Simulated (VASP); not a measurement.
# HfV2 (C15 type) (Fd-3m) in VASP: single point with LDA

Aim: the single point of HfV2 (C15 type) with LDA.

All numbers are computed with VASP 6.6.1; they aren't measurements. Logs are shortened: lines on timing, memory, paths and dates and some standing lists are left out, and cuts for length are marked.

### 1 The cell of the first run

Symmetry: Fd-3m, No. 227, cubic system. The conventional cell has a = 7.136 Å, b = 7.136 Å, c = 7.136 Å, α = 90.00°, β = 90.00°, γ = 90.00°. Hf (site symmetry -43m) has 12 V at 2.96 Å and 4 Hf at 3.09 Å within 3.9 Å. V (site symmetry -3m) has 6 V at 2.52 Å and 6 Hf at 2.96 Å within 3.3 Å.

### 2 Single point, LDA

Contents of INCAR:

```
SYSTEM = HfV2
PREC     = Accurate       ! precision mode
ENCUT    = 520            ! plane-wave cutoff, eV
EDIFF    = 1E-6           ! SCF threshold, eV
ISMEAR   = -1             ! smearing method
SIGMA    = 0.05           ! smearing width, eV
LREAL    = .False.        ! projectors in reciprocal space
LASPH    = .True.         ! aspherical terms in the spheres
NELM     = 100            ! most SCF steps
ALGO     = Normal         ! electronic algorithm
ISIF     = 2              ! what is computed and relaxed
LWAVE    = .False.        ! write WAVECAR
LCHARG   = .False.        ! write CHGCAR
GGA      = CA             ! functional
NBANDS   = 45             ! bands
```

Contents of KPOINTS:

```
Automatic mesh
0
Gamma
  8 8 8
  0 0 0
```

Contents of POSCAR:

```
HfV2
1.0
    0.0000000000      3.5677883035      3.5677883035
    3.5677883035      0.0000000000      3.5677883035
    3.5677883035      3.5677883035      0.0000000000
Hf V
2 4
Direct
    0.1250000000      0.1250000000      0.1250000000
   -0.1250000000     -0.1250000000     -0.1250000000
    0.5000000000      0.5000000000      0.5000000000
    0.5000000000      0.5000000000      0.0000000000
    0.5000000000      0.0000000000      0.5000000000
    0.0000000000      0.5000000000      0.5000000000
```

Potentials or basis: VASP PAW LDA potentials, release 64 (Hf_pv, V_sv).

On the command line:

```bash
> cat potpaw_LDA.64/Hf_pv/POTCAR potpaw_LDA.64/V_sv/POTCAR > POTCAR
> mpirun -np 1 vasp_std > vasp.out
```

OUTCAR:

```text
SYSTEM = HfV2
   PREC = Accurate
   ENCUT = 520
   EDIFF = 1E-6
   ISMEAR = -1
   LREAL = .False.
   LASPH = .True.
   NELM = 100
   ISIF = 2
   GGA = CA

 ion  position               nearest neighbor table
   1  0.125  0.125  0.125-   4 2.96   5 2.96   6 2.96   5 2.96   6 2.96   6 2.96   5 2.96   4 2.96
                             3 2.96   3 2.96   4 2.96   3 2.96   2 3.09   2 3.09   2 3.09   2 3.09
   2  0.875  0.875  0.875-   5 2.96   6 2.96   5 2.96   6 2.96   4 2.96   5 2.96   6 2.96   3 2.96
                             3 2.96   4 2.96   4 2.96   3 2.96   1 3.09   1 3.09   1 3.09   1 3.09
   3  0.500  0.500  0.500-   4 2.52   5 2.52   6 2.52   4 2.52   5 2.52   6 2.52   2 2.96   1 2.96
                             2 2.96   1 2.96   2 2.96   1 2.96
   4  0.500  0.500  0.000-   3 2.52   3 2.52   5 2.52   6 2.52   5 2.52   6 2.52   1 2.96   2 2.96
                             2 2.96   1 2.96   2 2.96   1 2.96
   5  0.500  0.000  0.500-   3 2.52   4 2.52   3 2.52   4 2.52   6 2.52   6 2.52   1 2.96   1 2.96
                             2 2.96   1 2.96   2 2.96   2 2.96
   6  0.000  0.500  0.500-   3 2.52   4 2.52   5 2.52   3 2.52   4 2.52   5 2.52   1 2.96   2 2.96
                             1 2.96   2 2.96   1 2.96   2 2.96

  LATTYP: Found a face centered cubic cell.
 ALAT       =     7.1355766070

  Lattice vectors:

 A1 = (   0.0000000000,   3.5677883035,   3.5677883035)
 A2 = (   3.5677883035,   0.0000000000,   3.5677883035)
 A3 = (   3.5677883035,   3.5677883035,   0.0000000000)

Analysis of symmetry for initial positions (statically):
=====================================================================
 Subroutine PRICEL returns:
 Original cell was already a primitive cell.

 Routine SETGRP: Setting up the symmetry group for a
 face centered cubic supercell.

 Subroutine GETGRP returns: Found 48 space group operations
 (whereof 12 operations were pure point group operations)
 out of a pool of 48 trial point group operations.

The static configuration has the point symmetry D_3d.
 The point group associated with its full space group is O_h .

Analysis of symmetry for dynamics (positions and initial velocities):
=====================================================================
 Subroutine PRICEL returns:
 Original cell was already a primitive cell.

 Routine SETGRP: Setting up the symmetry group for a
 face centered cubic supercell.

 Subroutine GETGRP returns: Found 48 space group operations
 (whereof 12 operations were pure point group operations)
 out of a pool of 48 trial point group operations.

The dynamic configuration has the point symmetry D_3d.
 The point group associated with its full space group is O_h .

 Subroutine INISYM returns: Found 48 space group operations
 (whereof 12 operations are pure point group operations),
 and found     1 'primitive' translations

----------------------------------------------------------------------------------------

                                     Primitive cell

  volume of cell :      90.8296

  direct lattice vectors                    reciprocal lattice vectors
     0.000000000  3.567788303  3.567788303    -0.140142844  0.140142844  0.140142844
     3.567788303  0.000000000  3.567788303     0.140142844 -0.140142844  0.140142844
     3.567788303  3.567788303  0.000000000     0.140142844  0.140142844 -0.140142844

  length of vectors
     5.045614606  5.045614606  5.045614606     0.242734526  0.242734526  0.242734526

  position of ions in fractional coordinates (direct lattice)
     0.125000000  0.125000000  0.125000000
     0.875000000  0.875000000  0.875000000
     0.500000000  0.500000000  0.500000000
     0.500000000  0.500000000  0.000000000
     0.500000000  0.000000000  0.500000000
     0.000000000  0.500000000  0.500000000

  ion indices of the primitive-cell ions
   primitive index   ion index
                 1           1
                 2           2
                 3           3
                 4           4
                 5           5
                 6           6

----------------------------------------------------------------------------------------

 KPOINTS: Automatic mesh

Automatic generation of k-mesh.
 Grid dimensions read from file:
 generate k-points for:    8    8    8

 Generating k-lattice:

  Cartesian coordinates                     Fractional coordinates (reciprocal lattice)
    -0.017517856  0.017517856  0.017517856     0.125000000  0.000000000  0.000000000
     0.017517856 -0.017517856  0.017517856     0.000000000  0.125000000  0.000000000
     0.017517856  0.017517856 -0.017517856     0.000000000  0.000000000  0.125000000

  Length of vectors
     0.030341816  0.030341816  0.030341816

  Shift w.r.t. Gamma in fractional coordinates (k-lattice)
     0.000000000  0.000000000  0.000000000

 Subroutine IBZKPT returns following result:
 ===========================================

 Found     29 irreducible k-points:

 Following reciprocal coordinates:
            Coordinates               Weight
  0.000000  0.000000  0.000000      1.000000
  0.125000  0.000000  0.000000      8.000000
  0.250000  0.000000  0.000000      8.000000
  0.375000  0.000000  0.000000      8.000000
  0.500000  0.000000  0.000000      4.000000
  0.125000  0.125000  0.000000      6.000000
[... 16 lines left out ...]
  0.500000  0.250000  0.125000     48.000000
 -0.375000  0.250000  0.125000     24.000000
 [... further k-points ...]
   k-points           NKPTS =     29   k-points in BZ     NKDIM =     29   number of bands    NBANDS=     45
   number of dos      NEDOS =    301   number of ions     NIONS =      6
   total plane-waves  NPLWV =  64000
   dimension x,y,z NGX =    40 NGY =   40 NGZ =   40
   dimension x,y,z NGXF=    80 NGYF=   80 NGZF=   80
   ions per type =               2   4
   NGX,Y,Z   is equivalent  to a cutoff of  13.18, 13.18, 13.18 a.u.
   NGXF,Y,Z  is equivalent  to a cutoff of  26.36, 26.36, 26.36 a.u.
 SYSTEM =  HfV2
   PREC   = accura    normal or accurate (medium, high low for compatibility)
   ISTART =      0    job   : 0-new  1-cont  2-samecut
   ICHARG =      2    charge: 1-file 2-atom 10-const
   ISPIN  =      1    spin polarized calculation?
   LNONCOLLINEAR =      F non collinear calculations
   LSORBIT =      F    spin-orbit coupling
   LASPH  =      T    aspherical Exc in radial PAW
   ENCUT  =  520.0 eV  38.22 Ry    6.18 a.u.   9.38  9.38  9.38*2*pi/ulx,y,z
   NELM   =    100;   NELMIN=  2; NELMDL= -5     # of ELM steps
   EDIFF  = 0.1E-05   stopping-criterion for ELM
   LREAL  =      F    real-space projection
   EDIFFG = 0.1E-04   stopping-criterion for IOM
   NSW    =      0    number of steps for IOM
   IBRION =     -1    ionic relax: 0-MD 1-quasi-New 2-CG
   NFREE  =      0    steps in history (QN), initial steepest desc. (CG)
   ISIF   =      2    stress and relaxation
   ISYM   =      2    0-nonsym 1-usesym 2-fastsym
   POTIM  = 0.5000    time-step for ionic-motion
   TEBEG  =    0.0;   TEEND  =   0.0 temperature during run
   PSTRESS=    0.0 pullay stress
   NELECT =      72.0000    total number of electrons
   NUPDOWN=      -1.0000    fix difference up-down
   EMIN   =  10.00;   EMAX   =-10.00  energy-range for DOS
   EFERMI =   0.00;   METHOD = LEGACY
   ISMEAR =    -1;   SIGMA  =   0.05  broadening in eV -4-tet -1-fermi 0-gaus
   EFERMI_NEDOS =   21; number of points for ismear=-14 and -15
   IALGO  =     38    algorithm
   IMIX   =      4    mixing-type and parameters
     AMIX     =   0.40;   BMIX     =  1.00
     AMIX_MAG =   1.60;   BMIX_MAG =  1.00
  volume/ion in A,a.u.               =      15.14       102.16
  Fermi-wavevector in a.u.,A,eV,Ry     =   1.515107  2.863137 31.232836  2.295549
  Thomas-Fermi vector in A             =   2.624675
   LORBIT       =      0    0 simple, 1 ext, 2 COOP (PROOUT), +10 PAW based schemes
   GGA     = CA    functional components
   LHFCALC =     F    Hartree Fock is set to
   AEXX    =    0.0000 exact exchange contribution
   IVDW    =     0    specifies the selected vdW correction
   LEPSILON=     F    determine dielectric tensor
   LRPA    =     F    only Hartree local field effects (RPA)
 non-spin polarized calculation
  energy-cutoff  :      520.00
  volume of cell :       90.83
 maximum number of plane-waves:      2468
 NGX is ok and might be reduce to    40
   NGX = 19   NGY = 19   NGZ = 19

 number of electron      72.0000023 magnetization

 Free energy of the ion-electron system (eV)
  ---------------------------------------------------
  ext. energy  EPLUGINS =         0.00000000
  ---------------------------------------------------
  free energy    TOTEN  =       -61.07434464 eV

  energy without entropy =      -60.98149840  energy(sigma->0) =      -61.02792152

 E-fermi :   7.8235     XC(G=0): -12.8615

 val. band max:        7.8208195029   @ k =   0.5000   0.3750   0.0000
 cond. band min:       7.8325780942   @ k =   0.5000   0.2500   0.0000
 fundamental gap:      0.0117585912
 Fermi energy:         7.8235448235

 k-point     1 :       0.0000    0.0000    0.0000
  band No.  band energies     occupation
      1     -54.8337      2.00000
      2     -54.5878      2.00000
      3     -54.5878      2.00000
      4     -54.5878      2.00000
      5     -29.8366      2.00000
      6     -29.3107      2.00000
[... 37 lines left out ...]
     44      10.1558      0.00000
     45      10.1558      0.00000

 k-point     2 :       0.1250    0.0000    0.0000
  band No.  band energies     occupation
      1     -54.8269      2.00000
      2     -54.5949      2.00000
      3     -54.5878      2.00000
      4     -54.5878      2.00000
      5     -29.8062      2.00000
      6     -29.3013      2.00000
[... 37 lines left out ...]
     44      10.2062      0.00000
     45      10.2445      0.00000

 k-point     3 :       0.2500    0.0000    0.0000
  band No.  band energies     occupation
      1     -54.8085      2.00000
      2     -54.6142      2.00000
      3     -54.5879      2.00000
      4     -54.5879      2.00000
      5     -29.7289      2.00000
      6     -29.2663      2.00000
[... 997 lines left out ...]
     44      10.4852      0.00000
     45      10.5694      0.00000

 k-point    24 :      -0.3750    0.2500    0.1250
  band No.  band energies     occupation
      1     -54.7555      2.00000
      2     -54.6686      2.00000
      3     -54.5881      2.00000
      4     -54.5881      2.00000
      5     -29.5307      2.00000
      6     -29.2369      2.00000
[... 37 lines left out ...]
     44      10.5276      0.00000
     45      10.7078      0.00000

 [... further k-points ...]

------------------------ aborting loop because EDIFF is reached ----------------------------------------

  FORCE on cell =-STRESS in cart. coord.  units (eV):
  Direction    XX          YY          ZZ          XY          YZ          ZX
  --------------------------------------------------------------------------------------
  -------------------------------------------------------------------------------------
  Total        0.1553132      0.1553132      0.1553132      0.0000000      0.0000000     -0.0000000
  in kB        2.7396295      2.7396295      2.7396295      0.0000000      0.0000000     -0.0000000
  external PRESSURE =       2.7396295 kB  Pullay stress =       0.0000000 kB

 VOLUME and BASIS-vectors are now :
 -----------------------------------------------------------------------------
  energy-cutoff  :      520.00
  volume of cell :       90.83
      direct lattice vectors                 reciprocal lattice vectors
     0.000000000  3.567788303  3.567788303    -0.140142844  0.140142844  0.140142844
     3.567788303  0.000000000  3.567788303     0.140142844 -0.140142844  0.140142844
     3.567788303  3.567788303  0.000000000     0.140142844  0.140142844 -0.140142844

 POSITION                                       TOTAL-FORCE (eV/Angst)
 -----------------------------------------------------------------------------------
      0.89195      0.89195      0.89195         0.000000      0.000000     -0.000000
      6.24363      6.24363      6.24363        -0.000000     -0.000000     -0.000000
      3.56779      3.56779      3.56779        -0.000000     -0.000000      0.000000
      1.78389      1.78389      3.56779        -0.000000     -0.000000      0.000000
      1.78389      3.56779      1.78389        -0.000000     -0.000000      0.000000
      3.56779      1.78389      1.78389        -0.000000     -0.000000      0.000000
 -----------------------------------------------------------------------------------
    total drift:                               -0.000000     -0.000000      0.000000

  FREE ENERGIE OF THE ION-ELECTRON SYSTEM (eV)
  ---------------------------------------------------
  free  energy   TOTEN  =       -61.0743446434 eV

  energy  without entropy=      -60.9814983957  energy(sigma->0) =      -61.02792152
```

Run time: 98 s. Hardware: 1 thread of AMD EPYC 7R13 (Zen 3), shared host; peak memory 0.23 GiB.

What came out:

```yaml
Free_energy: -61.0743 eV
Pressure: 0.3 GPa
Band_gap_on_the_k_mesh: zero (band 36 reaches 8.41 eV, above the bottom of band 37 at 7.52 eV)
```

Caveat: spin-orbit coupling is left out, which moves the levels of the heavy elements.
